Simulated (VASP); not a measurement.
# Si2Br (P4_2/mmc) in VASP: notebook

Si2Br is run at these levels: PBE; tasks: relaxation of cell and atoms, single point.

Program: VASP 6.6.1. These are calculated values, not measurements. Logs are shortened: lines on timing, memory, paths and dates and some standing lists are left out, and cuts for length are marked.

### 1 The cell of the first run

Symmetry: P4_2/mmc, No. 131, tetragonal system. The conventional cell has a = 5.556 Å, b = 5.556 Å, c = 5.569 Å, α = 90.00°, β = 90.00°, γ = 90.00°. Within 3.4 Å of Si (site symmetry 2mm) lie 2 Si at 2.60 to 2.97 Å and 2 Br at 2.78 Å. Within 3.7 Å of Br (site symmetry -4m2) lie 4 Si at 2.78 Å and 2 Br at 2.78 Å.

The cell was generated, and may not be a known phase.

### 2 Relaxation of cell and atoms, PBE

INCAR reads:

```
ALGO = Normal ; EDIFF = 1E-6
EDIFFG = -0.01 ; ENCUT = 600
GGA = PE ; IBRION = 2
ISIF = 3 ; ISMEAR = 0
LASPH = True ; LCHARG = False
LREAL = False ; LWAVE = False
NELM = 60 ; NSW = 100
PREC = Accurate ; SIGMA = 0.1
```

KPOINTS reads:

```
k-points
0
Gamma
  8 8 8
```

POSCAR reads:

```
Si2Br
1.0
    5.5559315345      0.0000000000      0.0000000000
    0.0000000000      5.5559315345      0.0000000000
    0.0000000000      0.0000000000      5.5690151025
Si Br
4 2
Direct
    0.5000000000      0.0000000000      0.7337020341
    0.0000000000      0.5000000000      0.7662979659
    0.0000000000      0.5000000000      0.2337020341
    0.5000000000      0.0000000000      0.2662979659
    0.5000000000      0.5000000000      0.7500000000
    0.5000000000      0.5000000000      0.2500000000
```

Potentials or basis: VASP PAW PBE potentials, release 64 (Si, Br).

Launch:

```sh
> cat potpaw_PBE.64/Si/POTCAR potpaw_PBE.64/Br/POTCAR > POTCAR
> mpirun -np 1 vasp_std > vasp.out
```

OUTCAR:

```text
EDIFF = 1E-6
   EDIFFG = -0.01
   ENCUT = 600
   GGA = PE
   IBRION = 2
   ISIF = 3
   ISMEAR = 0
   LASPH = True
   LREAL = False
   NELM = 60
   NSW = 100
   PREC = Accurate

 ion  position               nearest neighbor table
   1  0.500  0.000  0.734-   4 2.60   5 2.78   5 2.78   4 2.97
   2  0.000  0.500  0.766-   3 2.60   5 2.78   5 2.78   3 2.97
   3  0.000  0.500  0.234-   2 2.60   6 2.78   6 2.78   2 2.97
   4  0.500  0.000  0.266-   1 2.60   6 2.78   6 2.78   1 2.97
   5  0.500  0.500  0.750-   1 2.78   2 2.78   1 2.78   2 2.78   6 2.78   6 2.78
   6  0.500  0.500  0.250-   3 2.78   4 2.78   4 2.78   3 2.78   5 2.78   5 2.78

  LATTYP: Found a simple tetragonal cell.
 ALAT       =     5.5559315345
 C/A-ratio  =     1.0023548829

  Lattice vectors:

 A1 = (   5.5559315345,   0.0000000000,   0.0000000000)
 A2 = (   0.0000000000,   5.5559315345,   0.0000000000)
 A3 = (   0.0000000000,   0.0000000000,   5.5690151025)

Analysis of symmetry for initial positions (statically):
=====================================================================
 Subroutine PRICEL returns:
 Original cell was already a primitive cell.

 Routine SETGRP: Setting up the symmetry group for a
 simple tetragonal supercell.

 Subroutine GETGRP returns: Found 16 space group operations
 (whereof  8 operations were pure point group operations)
 out of a pool of 16 trial point group operations.

The static configuration has the point symmetry D_2h.
 The point group associated with its full space group is D_4h.

Analysis of symmetry for dynamics (positions and initial velocities):
=====================================================================
 Subroutine PRICEL returns:
 Original cell was already a primitive cell.

 Routine SETGRP: Setting up the symmetry group for a
 simple tetragonal supercell.

 Subroutine GETGRP returns: Found 16 space group operations
 (whereof  8 operations were pure point group operations)
 out of a pool of 16 trial point group operations.

The dynamic configuration has the point symmetry D_2h.
 The point group associated with its full space group is D_4h.

 Subroutine INISYM returns: Found 16 space group operations
 (whereof  8 operations are pure point group operations),
 and found     1 'primitive' translations

----------------------------------------------------------------------------------------

                                     Primitive cell

  volume of cell :     171.9064

  direct lattice vectors                    reciprocal lattice vectors
     5.555931534  0.000000000  0.000000000     0.179987819  0.000000000  0.000000000
     0.000000000  5.555931534  0.000000000     0.000000000  0.179987819  0.000000000
     0.000000000  0.000000000  5.569015102     0.000000000  0.000000000  0.179564965

  length of vectors
     5.555931534  5.555931534  5.569015102     0.179987819  0.179987819  0.179564965

  position of ions in fractional coordinates (direct lattice)
     0.500000000  0.000000000  0.733702034
     0.000000000  0.500000000  0.766297966
     0.000000000  0.500000000  0.233702034
     0.500000000  0.000000000  0.266297966
     0.500000000  0.500000000  0.750000000
     0.500000000  0.500000000  0.250000000

  ion indices of the primitive-cell ions
   primitive index   ion index
                 1           1
                 2           2
                 3           3
                 4           4
                 5           5
                 6           6

----------------------------------------------------------------------------------------

 KPOINTS: k-points

Automatic generation of k-mesh.
 Grid dimensions read from file:
 generate k-points for:    8    8    8

 Generating k-lattice:

  Cartesian coordinates                     Fractional coordinates (reciprocal lattice)
     0.022498477  0.000000000  0.000000000     0.125000000  0.000000000  0.000000000
     0.000000000  0.022498477  0.000000000     0.000000000  0.125000000  0.000000000
     0.000000000  0.000000000  0.022445621     0.000000000  0.000000000  0.125000000

  Length of vectors
     0.022498477  0.022498477  0.022445621

  Shift w.r.t. Gamma in fractional coordinates (k-lattice)
     0.000000000  0.000000000  0.000000000

 Subroutine IBZKPT returns following result:
 ===========================================

 Found     75 irreducible k-points:

 Following reciprocal coordinates:
            Coordinates               Weight
  0.000000  0.000000  0.000000      1.000000
  0.125000  0.000000  0.000000      4.000000
  0.250000  0.000000  0.000000      4.000000
  0.375000  0.000000  0.000000      4.000000
  0.500000  0.000000  0.000000      2.000000
  0.125000  0.125000  0.000000      4.000000
[... 16 lines left out ...]
  0.375000  0.125000  0.125000     16.000000
  0.500000  0.125000  0.125000      8.000000
 [... further k-points ...]
   k-points           NKPTS =     75   k-points in BZ     NKDIM =     75   number of bands    NBANDS=     19
   number of dos      NEDOS =    301   number of ions     NIONS =      6
   total plane-waves  NPLWV = 110592
   dimension x,y,z NGX =    48 NGY =   48 NGZ =   48
   dimension x,y,z NGXF=    96 NGYF=   96 NGZF=   96
   ions per type =               4   2
   NGX,Y,Z   is equivalent  to a cutoff of  14.36, 14.36, 14.33 a.u.
   NGXF,Y,Z  is equivalent  to a cutoff of  28.73, 28.73, 28.66 a.u.
 SYSTEM =  unknown system
   PREC   = accura    normal or accurate (medium, high low for compatibility)
   ISTART =      0    job   : 0-new  1-cont  2-samecut
   ICHARG =      2    charge: 1-file 2-atom 10-const
   ISPIN  =      1    spin polarized calculation?
   LNONCOLLINEAR =      F non collinear calculations
   LSORBIT =      F    spin-orbit coupling
   LASPH  =      T    aspherical Exc in radial PAW
   ENCUT  =  600.0 eV  44.10 Ry    6.64 a.u.  11.10 11.10 11.12*2*pi/ulx,y,z
   NELM   =     60;   NELMIN=  2; NELMDL= -5     # of ELM steps
   EDIFF  = 0.1E-05   stopping-criterion for ELM
   LREAL  =      F    real-space projection
   EDIFFG = -.1E-01   stopping-criterion for IOM
   NSW    =    100    number of steps for IOM
   IBRION =      2    ionic relax: 0-MD 1-quasi-New 2-CG
   NFREE  =      1    steps in history (QN), initial steepest desc. (CG)
   ISIF   =      3    stress and relaxation
   ISYM   =      2    0-nonsym 1-usesym 2-fastsym
   POTIM  = 0.5000    time-step for ionic-motion
   TEBEG  =    0.0;   TEEND  =   0.0 temperature during run
   PSTRESS=    0.0 pullay stress
   NELECT =      30.0000    total number of electrons
   NUPDOWN=      -1.0000    fix difference up-down
   EMIN   =  10.00;   EMAX   =-10.00  energy-range for DOS
   EFERMI =   0.00;   METHOD = LEGACY
   ISMEAR =     0;   SIGMA  =   0.10  broadening in eV -4-tet -1-fermi 0-gaus
   EFERMI_NEDOS =   21; number of points for ismear=-14 and -15
   IALGO  =     38    algorithm
   IMIX   =      4    mixing-type and parameters
     AMIX     =   0.40;   BMIX     =  1.00
     AMIX_MAG =   1.60;   BMIX_MAG =  1.00
  volume/ion in A,a.u.               =      28.65       193.35
  Fermi-wavevector in a.u.,A,eV,Ry     =   0.914853  1.728821 11.387471  0.836956
  Thomas-Fermi vector in A             =   2.039527
   LORBIT       =      0    0 simple, 1 ext, 2 COOP (PROOUT), +10 PAW based schemes
   GGA     = PE    functional components
   LHFCALC =     F    Hartree Fock is set to
   AEXX    =    0.0000 exact exchange contribution
   IVDW    =     0    specifies the selected vdW correction
   LEPSILON=     F    determine dielectric tensor
   LRPA    =     F    only Hartree local field effects (RPA)
 conjugate gradient relaxation of ions
 non-spin polarized calculation
 Gauss-broadening in eV      SIGMA  =   0.10
  energy-cutoff  :      600.00
  volume of cell :      171.91
 maximum number of plane-waves:      5832
 NGX is ok and might be reduce to    48
   NGX = 23   NGY = 23   NGZ = 23

--------------------------------------- Ionic step        1  -------------------------------------------

 number of electron      30.0000002 magnetization

 Free energy of the ion-electron system (eV)
  ---------------------------------------------------
  ext. energy  EPLUGINS =         0.00000000
  ---------------------------------------------------
  free energy    TOTEN  =       -18.05849413 eV

  energy without entropy =      -18.03411269  energy(sigma->0) =      -18.04630341

------------------------ aborting loop because EDIFF is reached ----------------------------------------

  FORCE on cell =-STRESS in cart. coord.  units (eV):
  Direction    XX          YY          ZZ          XY          YZ          ZX
  --------------------------------------------------------------------------------------
  -------------------------------------------------------------------------------------
  Total       -1.7885830     -1.7885830      1.8812455     -0.0000000      0.0000000      0.0000000
  in kB      -16.6696893    -16.6696893     17.5333088     -0.0000000      0.0000000      0.0000000
  external PRESSURE =      -5.2686899 kB  Pullay stress =       0.0000000 kB
[... 101 lines left out ...]
  FREE ENERGIE OF THE ION-ELECTRON SYSTEM (eV)
  ---------------------------------------------------
  free  energy   TOTEN  =       -18.3589341125 eV

  energy  without entropy=      -18.3345343728  energy(sigma->0) =      -18.34673424

[... ionic steps 4 to 23 ...]

--------------------------------------- Ionic step       24  -------------------------------------------

 number of electron      30.0000003 magnetization

------------------------ aborting loop because EDIFF is reached ----------------------------------------
[... 75 lines left out ...]
--------------------------------------- Ionic step       26  -------------------------------------------

 number of electron      30.0000002 magnetization

 Free energy of the ion-electron system (eV)
  ---------------------------------------------------
  ext. energy  EPLUGINS =         0.00000000
  ---------------------------------------------------
  free energy    TOTEN  =       -18.91940119 eV

  energy without entropy =      -18.89377432  energy(sigma->0) =      -18.90658775

 E-fermi :   1.7209     XC(G=0):  -7.6742

 val. band max:        1.7168622455   @ k =   0.3750   0.2500   0.3750
 cond. band min:       1.7232034502   @ k =   0.2500   0.0000   0.3750
 fundamental gap:      0.0063412047
 Fermi energy:         1.7209336939

 k-point     1 :       0.0000    0.0000    0.0000
  band No.  band energies     occupation
      1     -14.5278      2.00000
      2     -14.1968      2.00000
      3      -6.2367      2.00000
      4      -5.9319      2.00000
      5      -3.9140      2.00000
      6      -3.9140      2.00000
[... 505 lines left out ...]
      6      -3.8850      2.00000
[... 11 lines left out ...]
     18       2.9492      0.00000
     19       4.1933      0.00000

 [... further k-points ...]

------------------------ aborting loop because EDIFF is reached ----------------------------------------

  FORCE on cell =-STRESS in cart. coord.  units (eV):
  Direction    XX          YY          ZZ          XY          YZ          ZX
  --------------------------------------------------------------------------------------
  -------------------------------------------------------------------------------------
  Total       -0.0176172     -0.0176172     -0.0105958      0.0000000      0.0000000      0.0000000
  in kB       -0.1427673     -0.1427673     -0.0858669      0.0000000      0.0000000      0.0000000
  external PRESSURE =      -0.1238005 kB  Pullay stress =       0.0000000 kB
[... 21 lines left out ...]
  FREE ENERGIE OF THE ION-ELECTRON SYSTEM (eV)
  ---------------------------------------------------
  free  energy   TOTEN  =       -18.9194011880 eV

  energy  without entropy=      -18.8937743182  energy(sigma->0) =      -18.90658775

 reached required accuracy - stopping structural energy minimisation
```

Run time: 56 min. Hardware: 1 thread of Intel Xeon Platinum 8488C (Sapphire Rapids), shared host; peak memory 0.54 GiB.

Results:

- Free energy: -18.9194 eV
- Relaxed volume: 32.95 Å³/atom
- Relaxed cell: a = 5.263 Å, b = 5.263 Å, c = 7.137 Å, α = 90.00°, β = 90.00°, γ = 90.00°
- Space group after relaxing (to 0.1 Å): P4_2/mmc (No. 131)
- Energy gained by relaxing: 143.5 meV/atom
- Ionic steps: 26
- Pressure after relaxing: 0.0 GPa
- Band gap on the k mesh: zero (bands 15 and 16 overlap by 1.21 eV)

Step by step:
| step | energy change (eV) | largest force (eV/Å) | pressure (GPa) | volume (Å³) |
| --- | --- | --- | --- | --- |
| 1 | 0.0000 | 0.1888 | -0.53 | 171.91 |
| 2 | -0.0816 | 0.2094 | -0.29 | 169.52 |
| 3 | -0.3004 | 0.2821 | 1.44 | 161.94 |
| 4 | 1.0525 | 0.8093 | 8.27 | 145.08 |
| 5 | -0.3098 | 0.2958 | 1.68 | 161.06 |
| 6 | -0.3580 | 0.3994 | 0.99 | 164.44 |
| 7 | -0.3615 | 0.4321 | 0.81 | 165.55 |
| 8 | -0.4232 | 0.4725 | 0.09 | 169.99 |
| 9 | -0.5215 | 0.5158 | -1.34 | 183.79 |
| 10 | -0.5758 | 0.3995 | -1.02 | 184.20 |
| 11 | -0.6338 | 0.0166 | -0.24 | 185.03 |
| 12 | -0.6959 | 0.0683 | 0.20 | 184.52 |
| 13 | -0.7625 | 0.2531 | 1.28 | 183.29 |
| 14 | -0.5591 | 1.0999 | 4.05 | 179.99 |
| 15 | -0.7582 | 0.4292 | 1.76 | 182.87 |
| 16 | -0.8178 | 0.1747 | 1.32 | 186.27 |
| 17 | -0.8357 | 0.0145 | 0.98 | 189.34 |
| 18 | -0.8506 | 0.0379 | 0.56 | 192.03 |
| 19 | -0.8589 | 0.0759 | -0.05 | 196.42 |
| 20 | -0.8589 | 0.0737 | -0.01 | 196.16 |
| 21 | -0.8594 | 0.0417 | 0.01 | 196.20 |
| 22 | -0.8596 | 0.0090 | 0.04 | 196.24 |
| 23 | -0.8600 | 0.0081 | 0.04 | 196.47 |
| 24 | -0.8607 | 0.0047 | 0.01 | 197.16 |
| 25 | -0.8605 | 0.0020 | -0.05 | 198.55 |
| 26 | -0.8609 | 0.0017 | -0.01 | 197.71 |

Final structure:
```
Si Br
1.0
     5.26337    0.00000    0.00000
     0.00000    5.26337    0.00000
     0.00000    0.00000    7.13659
Si Br
4 2
Direct
  0.50000 0.00000 0.66746
  0.00000 0.50000 0.83254
  0.00000 0.50000 0.16746
  0.50000 0.00000 0.33254
  0.50000 0.50000 0.75000
  0.50000 0.50000 0.25000
```

Levels at points of the mesh, in eV from the Fermi level:
```tsv
k point	band 12	band 13	band 14	band 15	band 16	band 17	band 18	band 19
(0.00, 0.00, 0.00)	-2.26	-0.91	-0.59	0.16	0.16	2.39	2.58	2.58
(0.50, 0.00, 0.00)	-0.64	-0.61	-0.53	-0.35	0.69	0.71	1.75	1.95
(0.50, 0.50, 0.00)	-0.56	-0.56	0.03	0.30	0.47	0.47	0.64	1.14
(0.00, 0.00, 0.50)	-3.39	-0.24	-0.24	0.29	0.29	2.37	2.37	2.63
(0.50, 0.00, 0.50)	-0.76	-0.39	-0.27	-0.18	0.72	0.91	1.47	1.80
(0.50, 0.50, 0.50)	-1.36	-0.68	-0.68	0.89	0.89	0.91	0.91	2.43
```

Caveat: the volume moved by over 15 % at a fixed basis, so the end points are rough.

### 3 Single point, PBE

INCAR reads:

```
  PREC = Accurate
  ENCUT = 520
  EDIFF = 1E-6
  ISMEAR = 0
  SIGMA = 0.1
  LREAL = F
  LASPH = T
  NELM = 100
  ALGO = Normal
  ISIF = 2
  LWAVE = F
  LCHARG = F
  GGA = PE
  NBANDS = 24
```

KPOINTS reads:

```
Automatic mesh
0
Gamma
  4 4 4
```

POSCAR is that of step 2.

Potentials or basis: VASP PAW PBE potentials, release 64 (Si, Br).

Launch:

```sh
> cat potpaw_PBE.64/Si/POTCAR potpaw_PBE.64/Br/POTCAR > POTCAR
> mpirun -np 1 vasp_std > vasp.out
```

Wall time 36 s (1 thread of Intel Xeon Platinum 8488C (Sapphire Rapids), shared host); peak memory 0.27 GiB.

Results (log left out):

```
Free energy            : -18.2781 eV
Pressure               : 0.0 GPa
Band gap on the k mesh : zero (bands 15 and 16 overlap by 1.66 eV)
```

Forces on the atoms (eV/Å):
```
Si   0.000  0.000  0.002
Si   0.000  0.000 -0.002
Si   0.000  0.000  0.002
Si   0.000  0.000 -0.002
Br   0.000  0.000  0.000
Br   0.000  0.000  0.000
```

Stress tensor (GPa, compression positive):
```
-0.04  0.00  0.00
 0.00 -0.04  0.00
 0.00  0.00  0.04
```

Levels at points of the mesh, in eV from the Fermi level:
```
           k point  band 13  band 14  band 15  band 16  band 17  band 18
(0.00, 0.00, 0.00)    -2.03    -0.20    -0.20     0.37     2.58     2.58
(0.50, 0.00, 0.00)    -0.94    -0.84    -0.77    -0.40     0.38     1.98
(0.50, 0.50, 0.00)    -0.82    -0.82    -0.62    -0.10     0.40     0.61
(0.00, 0.00, 0.50)     0.49     0.49     1.10     1.10     1.72     1.72
(0.50, 0.00, 0.50)    -0.17    -0.01     0.31     0.36     0.50     0.84
(0.50, 0.50, 0.50)    -1.49    -1.49     0.26     0.26     0.96     0.96
```

The gap in the log of VASP goes by the Fermi energy; the results here count the filled bands.